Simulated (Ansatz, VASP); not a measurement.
## Ag in VASP and in Ansatz

```
Ag
1.0
     0.00000    3.10836    3.10836
     3.10836    0.00000    3.10836
     3.10836    3.10836    0.00000
Ag
2
Direct
  0.00000 0.00000 0.00000
  0.25000 0.25000 0.25000
```

Alike in both runs: task electric field gradients; functional PBE; k mesh 11 × 11 × 11; occupations fermi-dirac, width 0.05 eV; no spin polarisation.

```csv
,VASP,Ansatz
version,VASP 6.6.1,Ansatz 0.2.0
potentials or method,"VASP PAW PBE potentials, release 64 (Ag)","PAW with Ansatz's default frozen-core files, scalar-relativistic"
plane-wave cutoff (eV),520,420
valence electrons in the cell,22,38
```

|  | VASP | Ansatz | Ansatz less VASP |
| --- | --- | --- | --- |
| pressure (GPa) | -0.1 | 0.0 | +0.05 |

VASP's potentials hold 22 valence electrons a cell and Ansatz's 38, so a difference there can come from the potentials and not from the codes.
